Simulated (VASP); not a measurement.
# Ca (Im-3m) in VASP: single point with PBEsol

Aim: the single point of Ca with PBEsol.

Program: VASP 6.6.1. These are calculated values, not measurements. Logs are shortened: lines on timing, memory, paths and dates and some standing lists are left out, and cuts for length are marked.

**1. The cell of the first run**

It takes space group Im-3m (No. 229, cubic). The conventional cell has a = 4.343 Å, b = 4.343 Å, c = 4.343 Å, α = 90.00°, β = 90.00°, γ = 90.00°. Within 4.9 Å of Ca (site symmetry m-3m) lie 14 Ca at 3.76 to 4.34 Å.

This isn't the form of Ca at room conditions, which is fcc.

**2. Single point, PBEsol**

INCAR

```
SYSTEM = Ca
ALGO     = Fast           ! electronic algorithm
EDIFF    = 1E-7           ! SCF threshold, eV
ENCUT    = 520            ! plane-wave cutoff, eV
GGA      = PS             ! functional
ISIF     = 2              ! what is computed and relaxed
ISMEAR   = 0              ! smearing method
LASPH    = .True.         ! aspherical terms in the spheres
LCHARG   = .False.        ! write CHGCAR
LREAL    = .False.        ! projectors in reciprocal space
LWAVE    = .False.        ! write WAVECAR
NBANDS   = 11             ! bands
NELM     = 60             ! most SCF steps
PREC     = Accurate       ! precision mode
SIGMA    = 0.15           ! smearing width, eV
```

KPOINTS

```
k-points
0
Gamma
  20 20 20
  0 0 0
```

POSCAR

```
Ca
1.0
    3.6193367260     -0.7238673452     -0.7238673452
   -0.7238673452      3.6193367260     -0.7238673452
   -0.7238673452     -0.7238673452      3.6193367260
Ca
1
Direct
    0.0000000000      0.0000000000      0.0000000000
```

Potentials or basis: VASP PAW PBE potentials, release 64 (Ca_sv).

On the command line:

```bash
> cat potpaw_PBE.64/Ca_sv/POTCAR > POTCAR
> mpirun -np 1 vasp_std > vasp.out
```

OUTCAR:

```text
SYSTEM = Ca
   EDIFF = 1E-7
   ENCUT = 520
   GGA = PS
   ISIF = 2
   ISMEAR = 0
   LASPH = .True.
   LREAL = .False.
   NELM = 60
   PREC = Accurate

 ion  position               nearest neighbor table
   1  0.000  0.000  0.000-

  LATTYP: Found a body centered cubic cell.
 ALAT       =     4.3432040712

  Lattice vectors:

 A1 = (   3.6193367260,  -0.7238673452,  -0.7238673452)
 A2 = (  -0.7238673452,   3.6193367260,  -0.7238673452)
 A3 = (  -0.7238673452,  -0.7238673452,   3.6193367260)

Analysis of symmetry for initial positions (statically):
=====================================================================
 Subroutine PRICEL returns:
 Original cell was already a primitive cell.

 Routine SETGRP: Setting up the symmetry group for a
 body centered cubic supercell.

 Subroutine GETGRP returns: Found 48 space group operations
 (whereof 48 operations were pure point group operations)
 out of a pool of 48 trial point group operations.

The static configuration has the point symmetry O_h .

Analysis of symmetry for dynamics (positions and initial velocities):
=====================================================================
 Subroutine PRICEL returns:
 Original cell was already a primitive cell.

 Routine SETGRP: Setting up the symmetry group for a
 body centered cubic supercell.

 Subroutine GETGRP returns: Found 48 space group operations
 (whereof 48 operations were pure point group operations)
 out of a pool of 48 trial point group operations.

The dynamic configuration has the point symmetry O_h .

 Subroutine INISYM returns: Found 48 space group operations
 (whereof 48 operations are pure point group operations),
 and found     1 'primitive' translations

----------------------------------------------------------------------------------------

                                     Primitive cell

  volume of cell :      40.9638

  direct lattice vectors                    reciprocal lattice vectors
     3.619336726 -0.723867345 -0.723867345     0.306993020  0.076748255  0.076748255
    -0.723867345  3.619336726 -0.723867345     0.076748255  0.306993020  0.076748255
    -0.723867345 -0.723867345  3.619336726     0.076748255  0.076748255  0.306993020

  length of vectors
     3.761325059  3.761325059  3.761325059     0.325615269  0.325615269  0.325615269

  position of ions in fractional coordinates (direct lattice)
     0.000000000  0.000000000  0.000000000

  ion indices of the primitive-cell ions
   primitive index   ion index
                 1           1

----------------------------------------------------------------------------------------

 KPOINTS: k-points

Automatic generation of k-mesh.
 Grid dimensions read from file:
 generate k-points for:   20   20   20

 Generating k-lattice:

  Cartesian coordinates                     Fractional coordinates (reciprocal lattice)
     0.015349651  0.003837413  0.003837413     0.050000000  0.000000000  0.000000000
     0.003837413  0.015349651  0.003837413     0.000000000  0.050000000  0.000000000
     0.003837413  0.003837413  0.015349651     0.000000000  0.000000000  0.050000000

  Length of vectors
     0.016280763  0.016280763  0.016280763

  Shift w.r.t. Gamma in fractional coordinates (k-lattice)
     0.000000000  0.000000000  0.000000000

 Subroutine IBZKPT returns following result:
 ===========================================

 Found    256 irreducible k-points:

 Following reciprocal coordinates:
            Coordinates               Weight
  0.000000  0.000000  0.000000      1.000000
  0.050000  0.000000 -0.000000     12.000000
  0.100000  0.000000  0.000000     12.000000
  0.150000  0.000000  0.000000     12.000000
  0.200000  0.000000  0.000000     12.000000
  0.250000  0.000000  0.000000     12.000000
[... 16 lines left out ...]
  0.200000  0.100000  0.000000     48.000000
  0.250000  0.100000  0.000000     48.000000
 [... further k-points ...]
   k-points           NKPTS =    256   k-points in BZ     NKDIM =    256   number of bands    NBANDS=     11
   number of dos      NEDOS =    301   number of ions     NIONS =      1
   total plane-waves  NPLWV =  21952
   dimension x,y,z NGX =    28 NGY =   28 NGZ =   28
   dimension x,y,z NGXF=    56 NGYF=   56 NGZF=   56
   ions per type =               1
   NGX,Y,Z   is equivalent  to a cutoff of  12.38, 12.38, 12.38 a.u.
   NGXF,Y,Z  is equivalent  to a cutoff of  24.75, 24.75, 24.75 a.u.
 SYSTEM =  Ca
   PREC   = accura    normal or accurate (medium, high low for compatibility)
   ISTART =      0    job   : 0-new  1-cont  2-samecut
   ICHARG =      2    charge: 1-file 2-atom 10-const
   ISPIN  =      1    spin polarized calculation?
   LNONCOLLINEAR =      F non collinear calculations
   LSORBIT =      F    spin-orbit coupling
   LASPH  =      T    aspherical Exc in radial PAW
   ENCUT  =  520.0 eV  38.22 Ry    6.18 a.u.   6.99  6.99  6.99*2*pi/ulx,y,z
   NELM   =     60;   NELMIN=  2; NELMDL= -5     # of ELM steps
   EDIFF  = 0.1E-06   stopping-criterion for ELM
   LREAL  =      F    real-space projection
   EDIFFG = 0.1E-05   stopping-criterion for IOM
   NSW    =      0    number of steps for IOM
   IBRION =     -1    ionic relax: 0-MD 1-quasi-New 2-CG
   NFREE  =      0    steps in history (QN), initial steepest desc. (CG)
   ISIF   =      2    stress and relaxation
   ISYM   =      2    0-nonsym 1-usesym 2-fastsym
   POTIM  = 0.5000    time-step for ionic-motion
   TEBEG  =    0.0;   TEEND  =   0.0 temperature during run
   PSTRESS=    0.0 pullay stress
   NELECT =      10.0000    total number of electrons
   NUPDOWN=      -1.0000    fix difference up-down
   EMIN   =  10.00;   EMAX   =-10.00  energy-range for DOS
   EFERMI =   0.00;   METHOD = LEGACY
   ISMEAR =     0;   SIGMA  =   0.15  broadening in eV -4-tet -1-fermi 0-gaus
   EFERMI_NEDOS =   21; number of points for ismear=-14 and -15
   IALGO  =     68    algorithm
   IMIX   =      4    mixing-type and parameters
     AMIX     =   0.40;   BMIX     =  1.00
     AMIX_MAG =   1.60;   BMIX_MAG =  1.00
  volume/ion in A,a.u.               =      40.96       276.44
  Fermi-wavevector in a.u.,A,eV,Ry     =   1.023155  1.933482 14.243195  1.046845
  Thomas-Fermi vector in A             =   2.156873
   LORBIT       =      0    0 simple, 1 ext, 2 COOP (PROOUT), +10 PAW based schemes
   GGA     = PS    functional components
   LHFCALC =     F    Hartree Fock is set to
   AEXX    =    0.0000 exact exchange contribution
   IVDW    =     0    specifies the selected vdW correction
   LEPSILON=     F    determine dielectric tensor
   LRPA    =     F    only Hartree local field effects (RPA)
 non-spin polarized calculation
 RMM-DIIS sequential band-by-band and
 Gauss-broadening in eV      SIGMA  =   0.15
  energy-cutoff  :      520.00
  volume of cell :       40.96
 maximum number of plane-waves:      1144
   NGX = 13   NGY = 13   NGZ = 13

 number of electron      10.0000003 magnetization

 Free energy of the ion-electron system (eV)
  ---------------------------------------------------
  ext. energy  EPLUGINS =         0.00000000
  ---------------------------------------------------
  free energy    TOTEN  =        -2.12611014 eV

  energy without entropy =       -2.10789432  energy(sigma->0) =       -2.11700223

 E-fermi :   2.0618     XC(G=0):  -7.9035

 val. band max:        2.0614777270   @ k =  -0.4500  -0.4500   0.0500
 cond. band min:       2.0623304075   @ k =   0.5000   0.0000   0.0000
 fundamental gap:      0.0008526805
 Fermi energy:         2.0618037245

 k-point     1 :       0.0000    0.0000    0.0000
  band No.  band energies     occupation
      1     -39.7527      2.00000
      2     -20.7393      2.00000
      3     -20.7393      2.00000
      4     -20.7393      2.00000
      5      -2.0740      2.00000
      6       4.3830      0.00000
      7       4.3830      0.00000
      8       4.3830      0.00000
      9       5.4843      0.00000
     10       5.4843      0.00000
     11      12.4200      0.00000

 k-point     2 :       0.0500    0.0000   -0.0000
  band No.  band energies     occupation
      1     -39.7523      2.00000
      2     -20.7434      2.00000
      3     -20.7407      2.00000
      4     -20.7393      2.00000
      5      -2.0274      2.00000
      6       4.3531      0.00000
      7       4.3667      0.00000
      8       4.4188      0.00000
      9       5.4460      0.00000
     10       5.4849      0.00000
     11      12.4164      0.00000

 k-point     3 :       0.1000    0.0000    0.0000
  band No.  band energies     occupation
      1     -39.7510      2.00000
      2     -20.7549      2.00000
      3     -20.7445      2.00000
      4     -20.7393      2.00000
      5      -1.8886      2.00000
      6       4.2682      0.00000
      7       4.3034      0.00000
      8       4.5249      0.00000
      9       5.3577      0.00000
     10       5.4880      0.00000
     11      12.1985      0.00000

 k-point     4 :       0.1500    0.0000    0.0000
  band No.  band energies     occupation
      1     -39.7491      2.00000
      2     -20.7729      2.00000
      3     -20.7504      2.00000
      4     -20.7393      2.00000
      5      -1.6615      2.00000
      6       4.1420      0.00000
      7       4.1605      0.00000
      8       4.6986      0.00000
      9       5.2816      0.00000
     10       5.4975      0.00000
     11      11.7188      0.00000
[... 239 lines left out ...]
 k-point    22 :       0.1500    0.1000    0.0000
  band No.  band energies     occupation
      1     -39.7457      2.00000
      2     -20.8030      2.00000
      3     -20.7571      2.00000
      4     -20.7442      2.00000
      5      -1.2218      2.00000
      6       3.8490      0.00000
      7       3.9287      0.00000
      8       5.0404      0.00000
      9       5.1696      0.00000
     10       5.5958      0.00000
     11      10.9769      0.00000

 k-point    23 :       0.2000    0.1000    0.0000
  band No.  band energies     occupation
      1     -39.7431      2.00000
      2     -20.8249      2.00000
      3     -20.7661      2.00000
      4     -20.7446      2.00000
      5      -0.8439      2.00000
      6       3.5717      0.00000
      7       3.7729      0.00000
      8       5.1889      0.00000
      9       5.3250      0.00000
     10       5.6411      0.00000
     11      10.0994      0.00000

 k-point    24 :       0.2500    0.1000    0.0000
  band No.  band energies     occupation
      1     -39.7405      2.00000
      2     -20.8464      2.00000
      3     -20.7755      2.00000
      4     -20.7449      2.00000
      5      -0.4065      2.00000
      6       3.2600      0.00000
      7       3.6286      0.00000
      8       5.2452      0.00000
      9       5.6422      0.00000
     10       5.6823      0.00000
     11       9.2572      0.00000

 [... further k-points ...]
[... 5 lines left out ...]
  --------------------------------------------------------------------------------------
  -------------------------------------------------------------------------------------
  Total       -0.0534371     -0.0534371     -0.0534371      0.0000000     -0.0000000     -0.0000000
  in kB       -2.0900324     -2.0900324     -2.0900324      0.0000000     -0.0000000     -0.0000000
  external PRESSURE =      -2.0900324 kB  Pullay stress =       0.0000000 kB

 VOLUME and BASIS-vectors are now :
 -----------------------------------------------------------------------------
  energy-cutoff  :      520.00
  volume of cell :       40.96
      direct lattice vectors                 reciprocal lattice vectors
     3.619336726 -0.723867345 -0.723867345     0.306993020  0.076748255  0.076748255
    -0.723867345  3.619336726 -0.723867345     0.076748255  0.306993020  0.076748255
    -0.723867345 -0.723867345  3.619336726     0.076748255  0.076748255  0.306993020

 POSITION                                       TOTAL-FORCE (eV/Angst)
 -----------------------------------------------------------------------------------
      0.00000      0.00000      0.00000        -0.000000      0.000000      0.000000
 -----------------------------------------------------------------------------------
    total drift:                                0.000000      0.000000      0.000000

  FREE ENERGIE OF THE ION-ELECTRON SYSTEM (eV)
  ---------------------------------------------------
  free  energy   TOTEN  =        -2.1261101384 eV

  energy  without entropy=       -2.1078943159  energy(sigma->0) =       -2.11700223
```

Wall time 1.9 min (1 thread of AMD EPYC 9755, shared host); peak memory 0.21 GiB.

What came out:

```yaml
Free_energy: -2.1261 eV
Pressure: -0.2 GPa
Band_gap_on_the_k_mesh: zero (bands 5 and 6 overlap by 0.37 eV)
```

Caveat: the PAW data sets were made with another functional, which shifts forces and pressure a little.
